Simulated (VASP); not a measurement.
# MgO2 (Pa-3) in VASP: a series of runs

MgO2 is run at these levels: PBEsol; tasks: single point.

All numbers are computed with VASP 6.6.1; they aren't measurements. Logs are shortened: lines on timing, memory, paths and dates and some standing lists are left out, and cuts for length are marked.

### Step 1. The cell of the first run

It takes space group Pa-3 (No. 205, cubic). The conventional cell has a = 4.936 Å, b = 4.936 Å, c = 4.936 Å, α = 90.00°, β = 90.00°, γ = 90.00°. Within 2.8 Å of Mg (site symmetry -3) lie 6 O at 2.13 Å. Within 2.0 Å of O (site symmetry 3) lie 1 O at 1.49 Å.

### Step 2. Single point, PBEsol (10.02 Å³/atom)

File INCAR:

```
SYSTEM = MgO2
PREC     = Accurate       ! precision mode
ENCUT    = 520            ! plane-wave cutoff, eV
EDIFF    = 1E-6           ! SCF threshold, eV
ISMEAR   = 0              ! smearing method
SIGMA    = 0.02           ! smearing width, eV
LREAL    = .FALSE.        ! projectors in reciprocal space
LASPH    = .TRUE.         ! aspherical terms in the spheres
NELM     = 60             ! most SCF steps
ALGO     = Normal         ! electronic algorithm
ISIF     = 2              ! what is computed and relaxed
LWAVE    = .FALSE.        ! write WAVECAR
LCHARG   = .FALSE.        ! write CHGCAR
GGA      = PS             ! functional
NBANDS   = 40             ! bands
```

File KPOINTS:

```
Automatic mesh
0
G
  6 6 6
  0 0 0
```

File POSCAR:

```
MgO2
1.0
    4.9357731058      0.0000000000      0.0000000000
    0.0000000000      4.9357731058      0.0000000000
    0.0000000000      0.0000000000      4.9357731058
Mg O
4 8
Direct
    0.0000000000      0.5000000000      0.5000000000
    0.5000000000      0.5000000000      0.0000000000
    0.5000000000      0.0000000000      0.5000000000
    0.0000000000      0.0000000000      0.0000000000
    0.4127151140      0.0872848860      0.9127151140
    0.0872848860      0.9127151140      0.4127151140
    0.9127151140      0.4127151140      0.0872848860
    0.5872848860      0.5872848860      0.5872848860
    0.4127151140      0.4127151140      0.4127151140
    0.0872848860      0.5872848860      0.9127151140
    0.9127151140      0.0872848860      0.5872848860
    0.5872848860      0.9127151140      0.0872848860
```

Potentials or basis: VASP PAW PBE potentials, release 64 (Mg, O).

Started as:

```sh
> cat potpaw_PBE.64/Mg/POTCAR potpaw_PBE.64/O/POTCAR > POTCAR
> mpirun -np 1 vasp_std > vasp.out
```

OUTCAR:

```text
SYSTEM = MgO2
   PREC = Accurate
   ENCUT = 520
   EDIFF = 1E-6
   ISMEAR = 0
   LREAL = .FALSE.
   LASPH = .TRUE.
   NELM = 60
   ISIF = 2
   GGA = PS

 ion  position               nearest neighbor table
   1  0.000  0.500  0.500-   6 2.13   7 2.13   8 2.13   9 2.13  10 2.13  11 2.13   2 3.49   3 3.49
                             4 3.49   2 3.49   4 3.49   3 3.49   4 3.49   4 3.49   2 3.49   3 3.49
   2  0.500  0.500  0.000-   5 2.13   7 2.13   8 2.13   9 2.13  10 2.13  12 2.13   1 3.49   3 3.49
                             4 3.49   1 3.49   3 3.49   3 3.49   4 3.49   3 3.49   1 3.49   4 3.49
   3  0.500  0.000  0.500-   5 2.13   6 2.13   8 2.13   9 2.13  11 2.13  12 2.13   1 3.49   2 3.49
                             4 3.49   2 3.49   4 3.49   1 3.49   2 3.49   2 3.49   1 3.49   4 3.49
   4  0.000  0.000  0.000-   5 2.13   6 2.13   7 2.13  10 2.13  11 2.13  12 2.13   1 3.49   2 3.49
                             3 3.49   1 3.49   3 3.49   1 3.49   2 3.49   1 3.49   2 3.49   3 3.49
   5  0.413  0.087  0.913-  12 1.49   3 2.13   4 2.13   2 2.13
   6  0.087  0.913  0.413-  11 1.49   3 2.13   4 2.13   1 2.13
   7  0.913  0.413  0.087-  10 1.49   2 2.13   4 2.13   1 2.13
   8  0.587  0.587  0.587-   9 1.49   2 2.13   3 2.13   1 2.13
   9  0.413  0.413  0.413-   8 1.49   2 2.13   3 2.13   1 2.13
  10  0.087  0.587  0.913-   7 1.49   2 2.13   4 2.13   1 2.13
  11  0.913  0.087  0.587-   6 1.49   3 2.13   4 2.13   1 2.13
  12  0.587  0.913  0.087-   5 1.49   3 2.13   4 2.13   2 2.13

  LATTYP: Found a simple cubic cell.
 ALAT       =     4.9357731058

  Lattice vectors:

 A1 = (   4.9357731058,   0.0000000000,   0.0000000000)
 A2 = (   0.0000000000,   4.9357731058,   0.0000000000)
 A3 = (   0.0000000000,   0.0000000000,   4.9357731058)

Analysis of symmetry for initial positions (statically):
=====================================================================
 Subroutine PRICEL returns:
 Original cell was already a primitive cell.

 Routine SETGRP: Setting up the symmetry group for a
 simple cubic supercell.

 Subroutine GETGRP returns: Found 24 space group operations
 (whereof  6 operations were pure point group operations)
 out of a pool of 48 trial point group operations.

The static configuration has the point symmetry S_6 .
 The point group associated with its full space group is T_h .

Analysis of symmetry for dynamics (positions and initial velocities):
=====================================================================
 Subroutine PRICEL returns:
 Original cell was already a primitive cell.

 Routine SETGRP: Setting up the symmetry group for a
 simple cubic supercell.

 Subroutine GETGRP returns: Found 24 space group operations
 (whereof  6 operations were pure point group operations)
 out of a pool of 48 trial point group operations.

The dynamic configuration has the point symmetry S_6 .
 The point group associated with its full space group is T_h .

 Subroutine INISYM returns: Found 24 space group operations
 (whereof  6 operations are pure point group operations),
 and found     1 'primitive' translations

----------------------------------------------------------------------------------------

                                     Primitive cell

  volume of cell :     120.2446

  direct lattice vectors                    reciprocal lattice vectors
     4.935773106  0.000000000  0.000000000     0.202602506  0.000000000  0.000000000
     0.000000000  4.935773106  0.000000000     0.000000000  0.202602506  0.000000000
     0.000000000  0.000000000  4.935773106     0.000000000  0.000000000  0.202602506

  length of vectors
     4.935773106  4.935773106  4.935773106     0.202602506  0.202602506  0.202602506

  position of ions in fractional coordinates (direct lattice)
     0.000000000  0.500000000  0.500000000
     0.500000000  0.500000000  0.000000000
     0.500000000  0.000000000  0.500000000
     0.000000000  0.000000000  0.000000000
     0.412715114  0.087284886  0.912715114
     0.087284886  0.912715114  0.412715114
     0.912715114  0.412715114  0.087284886
     0.587284886  0.587284886  0.587284886
     0.412715114  0.412715114  0.412715114
     0.087284886  0.587284886  0.912715114
     0.912715114  0.087284886  0.587284886
     0.587284886  0.912715114  0.087284886

  ion indices of the primitive-cell ions
   primitive index   ion index
                 1           1
                 2           2
                 3           3
                 4           4
                 5           5
                 6           6
                 7           7
                 8           8
                 9           9
                10          10
                11          11
                12          12

----------------------------------------------------------------------------------------

 KPOINTS: Automatic mesh

Automatic generation of k-mesh.
 Grid dimensions read from file:
 generate k-points for:    6    6    6

 Generating k-lattice:

  Cartesian coordinates                     Fractional coordinates (reciprocal lattice)
     0.033767084  0.000000000  0.000000000     0.166666667  0.000000000  0.000000000
     0.000000000  0.033767084  0.000000000     0.000000000  0.166666667  0.000000000
     0.000000000  0.000000000  0.033767084     0.000000000  0.000000000  0.166666667

  Length of vectors
     0.033767084  0.033767084  0.033767084

  Shift w.r.t. Gamma in fractional coordinates (k-lattice)
     0.000000000  0.000000000  0.000000000

 Subroutine IBZKPT returns following result:
 ===========================================

 Found     24 irreducible k-points:

 Following reciprocal coordinates:
            Coordinates               Weight
  0.000000  0.000000  0.000000      1.000000
  0.166667  0.000000  0.000000      6.000000
  0.333333  0.000000  0.000000      6.000000
  0.500000  0.000000  0.000000      3.000000
  0.166667  0.166667  0.000000     12.000000
  0.333333  0.166667  0.000000     12.000000
[... 16 lines left out ...]
  0.500000  0.500000  0.333333      6.000000
  0.500000  0.500000  0.500000      1.000000
   k-points           NKPTS =     24   k-points in BZ     NKDIM =     24   number of bands    NBANDS=     40
   number of dos      NEDOS =    301   number of ions     NIONS =     12
   total plane-waves  NPLWV =  64000
   dimension x,y,z NGX =    40 NGY =   40 NGZ =   40
   dimension x,y,z NGXF=    80 NGYF=   80 NGZF=   80
   ions per type =               4   8
   NGX,Y,Z   is equivalent  to a cutoff of  13.47, 13.47, 13.47 a.u.
   NGXF,Y,Z  is equivalent  to a cutoff of  26.95, 26.95, 26.95 a.u.
 SYSTEM =  MgO2
   PREC   = accura    normal or accurate (medium, high low for compatibility)
   ISTART =      0    job   : 0-new  1-cont  2-samecut
   ICHARG =      2    charge: 1-file 2-atom 10-const
   ISPIN  =      1    spin polarized calculation?
   LNONCOLLINEAR =      F non collinear calculations
   LSORBIT =      F    spin-orbit coupling
   LASPH  =      T    aspherical Exc in radial PAW
   ENCUT  =  520.0 eV  38.22 Ry    6.18 a.u.   9.18  9.18  9.18*2*pi/ulx,y,z
   NELM   =     60;   NELMIN=  2; NELMDL= -5     # of ELM steps
   EDIFF  = 0.1E-05   stopping-criterion for ELM
   LREAL  =      F    real-space projection
   EDIFFG = 0.1E-04   stopping-criterion for IOM
   NSW    =      0    number of steps for IOM
   IBRION =     -1    ionic relax: 0-MD 1-quasi-New 2-CG
   NFREE  =      0    steps in history (QN), initial steepest desc. (CG)
   ISIF   =      2    stress and relaxation
   ISYM   =      2    0-nonsym 1-usesym 2-fastsym
   POTIM  = 0.5000    time-step for ionic-motion
   TEBEG  =    0.0;   TEEND  =   0.0 temperature during run
   PSTRESS=    0.0 pullay stress
   NELECT =      56.0000    total number of electrons
   NUPDOWN=      -1.0000    fix difference up-down
   EMIN   =  10.00;   EMAX   =-10.00  energy-range for DOS
   EFERMI =   0.00;   METHOD = LEGACY
   ISMEAR =     0;   SIGMA  =   0.02  broadening in eV -4-tet -1-fermi 0-gaus
   EFERMI_NEDOS =   21; number of points for ismear=-14 and -15
   IALGO  =     38    algorithm
   IMIX   =      4    mixing-type and parameters
     AMIX     =   0.40;   BMIX     =  1.00
     AMIX_MAG =   1.60;   BMIX_MAG =  1.00
  volume/ion in A,a.u.               =      10.02        67.62
  Fermi-wavevector in a.u.,A,eV,Ry     =   1.268963  2.397993 21.909017  1.610267
  Thomas-Fermi vector in A             =   2.402030
   LORBIT       =      0    0 simple, 1 ext, 2 COOP (PROOUT), +10 PAW based schemes
   GGA     = PS    functional components
   LHFCALC =     F    Hartree Fock is set to
   AEXX    =    0.0000 exact exchange contribution
   IVDW    =     0    specifies the selected vdW correction
   LEPSILON=     F    determine dielectric tensor
   LRPA    =     F    only Hartree local field effects (RPA)
 non-spin polarized calculation
 Gauss-broadening in eV      SIGMA  =   0.02
  energy-cutoff  :      520.00
  volume of cell :      120.24
 maximum number of plane-waves:      3253
 NGX is ok and might be reduce to    40
   NGX = 19   NGY = 19   NGZ = 19

 number of electron      55.9999953 magnetization

 Free energy of the ion-electron system (eV)
  ---------------------------------------------------
  ext. energy  EPLUGINS =         0.00000000
  ---------------------------------------------------
  free energy    TOTEN  =       -69.62436426 eV

  energy without entropy =      -69.62436426  energy(sigma->0) =      -69.62436426

 E-fermi :   2.6266     XC(G=0): -10.7184

 val. band max:        2.4701042712   @ k =   0.0000   0.0000   0.0000
 cond. band min:       6.2272009428   @ k =   0.3333   0.1667   0.1667
 fundamental gap:      3.7570966716
 Fermi energy:         2.6265551374

 k-point     1 :       0.0000    0.0000    0.0000
  band No.  band energies     occupation
      1     -18.5320      2.00000
      2     -17.8533      2.00000
      3     -17.8533      2.00000
      4     -17.8533      2.00000
      5     -12.0982      2.00000
      6     -12.0982      2.00000
[... 32 lines left out ...]
     39      13.2971      0.00000
[... 988 lines left out ...]
     39      12.8081      0.00000
     40      12.8081      0.00000

------------------------ aborting loop because EDIFF is reached ----------------------------------------

  FORCE on cell =-STRESS in cart. coord.  units (eV):
  Direction    XX          YY          ZZ          XY          YZ          ZX
  --------------------------------------------------------------------------------------
  -------------------------------------------------------------------------------------
  Total       -5.3330701     -5.3330701     -5.3330701      0.0000000      0.0000000     -0.0000000
  in kB      -71.0595265    -71.0595265    -71.0595265      0.0000000      0.0000000     -0.0000000
  external PRESSURE =     -71.0595265 kB  Pullay stress =       0.0000000 kB

 VOLUME and BASIS-vectors are now :
 -----------------------------------------------------------------------------
  energy-cutoff  :      520.00
  volume of cell :      120.24
      direct lattice vectors                 reciprocal lattice vectors
     4.935773106  0.000000000  0.000000000     0.202602506  0.000000000  0.000000000
     0.000000000  4.935773106  0.000000000     0.000000000  0.202602506  0.000000000
     0.000000000  0.000000000  4.935773106     0.000000000  0.000000000  0.202602506

 POSITION                                       TOTAL-FORCE (eV/Angst)
 -----------------------------------------------------------------------------------
      0.00000      2.46789      2.46789        -0.000000      0.000000     -0.000000
      2.46789      2.46789      0.00000        -0.000000      0.000000     -0.000000
      2.46789      0.00000      2.46789        -0.000000      0.000000     -0.000000
      0.00000      0.00000      0.00000        -0.000000      0.000000     -0.000000
      2.03707      0.43082      4.50495        -0.109474      0.109474     -0.109474
      0.43082      4.50495      2.03707         0.109474     -0.109474     -0.109474
      4.50495      2.03707      0.43082        -0.109474     -0.109474      0.109474
      2.89870      2.89870      2.89870         0.109474      0.109474      0.109474
      2.03707      2.03707      2.03707        -0.109474     -0.109474     -0.109474
      0.43082      2.89870      4.50495         0.109474      0.109474     -0.109474
      4.50495      0.43082      2.89870        -0.109474      0.109474      0.109474
      2.89870      4.50495      0.43082         0.109474     -0.109474      0.109474
 -----------------------------------------------------------------------------------
    total drift:                               -0.000000      0.000000     -0.000000

  FREE ENERGIE OF THE ION-ELECTRON SYSTEM (eV)
  ---------------------------------------------------
  free  energy   TOTEN  =       -69.6243642612 eV

  energy  without entropy=      -69.6243642612  energy(sigma->0) =      -69.62436426
```

Run time: 50 s. Hardware: 1 thread of Intel Xeon 6975P-C (Granite Rapids), shared host; peak memory 0.28 GiB.

Results:

| Quantity | Value |
| --- | --- |
| Free energy | -69.6244 eV |
| Pressure | -7.1 GPa |
| Largest force | 0.190 eV/Å |
| Band gap on the k mesh | 3.76 eV (least direct gap 3.86 eV) |

Forces on the atoms (eV/Å):
```
Mg   0.000  0.000  0.000
Mg   0.000  0.000  0.000
Mg   0.000  0.000  0.000
Mg   0.000  0.000  0.000
O   -0.109  0.109 -0.109
O    0.109 -0.109 -0.109
O   -0.109 -0.109  0.109
O    0.109  0.109  0.109
O   -0.109 -0.109 -0.109
O    0.109  0.109 -0.109
O   -0.109  0.109  0.109
O    0.109 -0.109  0.109
```

Levels at points of the mesh, in eV from the valence-band top:
| k point | band 25 | band 26 | band 27 | band 28 | band 29 | band 30 | band 31 | band 32 |
| --- | --- | --- | --- | --- | --- | --- | --- | --- |
| (0.00, 0.00, 0.00) | -0.45 | -0.45 | 0.00 | 0.00 | 4.44 | 4.44 | 4.44 | 4.55 |
| (0.50, 0.00, 0.00) | -0.68 | -0.68 | -0.12 | -0.12 | 3.82 | 3.82 | 4.35 | 4.35 |
| (0.50, 0.50, 0.00) | -0.48 | -0.48 | -0.48 | -0.48 | 4.08 | 4.08 | 4.08 | 4.08 |
| (0.50, 0.50, 0.50) | -0.54 | -0.54 | -0.54 | -0.54 | 4.41 | 4.41 | 4.41 | 4.41 |

Caveat: the cell stands under tension; the PAW data sets were made with another functional, which shifts forces and pressure a little. A k mesh can miss the band edges.

### Step 3. Single point, PBEsol (10.40 Å³/atom)

This run uses another cell than the first one, of 10.40 Å³/atom.

File INCAR:

```
ALGO = Normal
EDIFF = 1E-6
ENCUT = 520
GGA = PS
ISIF = 2
ISMEAR = 0
LASPH = T
LCHARG = F
LREAL = F
LWAVE = F
NBANDS = 40
NELM = 60
PREC = Accurate
SIGMA = 0.02
```

File KPOINTS:

```
k-points
0
Gamma
  6 6 6
```

File POSCAR:

```
MgO2
1.0
    4.9970933274      0.0000000000      0.0000000000
    0.0000000000      4.9970933274      0.0000000000
    0.0000000000      0.0000000000      4.9970933274
Mg O
4 8
Direct
    0.0000000000      0.5000000000      0.5000000000
    0.5000000000      0.5000000000      0.0000000000
    0.5000000000      0.0000000000      0.5000000000
    0.0000000000      0.0000000000      0.0000000000
    0.4134348986      0.0865651014      0.9134348986
    0.0865651014      0.9134348986      0.4134348986
    0.9134348986      0.4134348986      0.0865651014
    0.5865651014      0.5865651014      0.5865651014
    0.4134348986      0.4134348986      0.4134348986
    0.0865651014      0.5865651014      0.9134348986
    0.9134348986      0.0865651014      0.5865651014
    0.5865651014      0.9134348986      0.0865651014
```

Potentials or basis: VASP PAW PBE potentials, release 64 (Mg, O).

Started as:

```sh
> cat potpaw_PBE.64/Mg/POTCAR potpaw_PBE.64/O/POTCAR > POTCAR
> mpirun -np 1 vasp_std > vasp.out
```

It took 53 s on 1 thread of Intel Xeon 6975P-C (Granite Rapids), shared host; peak memory 0.27 GiB.

The run converged. Its results:

- Free energy: -69.3695 eV
- Pressure: -10.7 GPa
- Largest force: 0.186 eV/Å
- Band gap on the k mesh: 3.64 eV (least direct gap 3.73 eV)

Forces on the atoms (eV/Å):
```
Mg   0.000  0.000  0.000
Mg   0.000  0.000  0.000
Mg   0.000  0.000  0.000
Mg   0.000  0.000  0.000
O   -0.107  0.107 -0.107
O    0.107 -0.107 -0.107
O   -0.107 -0.107  0.107
O    0.107  0.107  0.107
O   -0.107 -0.107 -0.107
O    0.107  0.107 -0.107
O   -0.107  0.107  0.107
O    0.107 -0.107  0.107
```

Levels at points of the mesh, in eV from the valence-band top:
| k point | band 26 | band 27 | band 28 | band 29 | band 30 | band 31 |
| --- | --- | --- | --- | --- | --- | --- |
| (0.00, 0.00, 0.00) | -0.42 | 0.00 | 0.00 | 4.33 | 4.33 | 4.33 |
| (0.50, 0.00, 0.00) | -0.65 | -0.11 | -0.11 | 3.70 | 3.70 | 4.27 |
| (0.50, 0.50, 0.00) | -0.47 | -0.47 | -0.47 | 3.98 | 3.98 | 3.98 |
| (0.50, 0.50, 0.50) | -0.52 | -0.52 | -0.52 | 4.31 | 4.31 | 4.31 |

Caveat: the cell stands under tension; the PAW data sets were made with another functional, which shifts forces and pressure a little. A k mesh can miss the band edges.
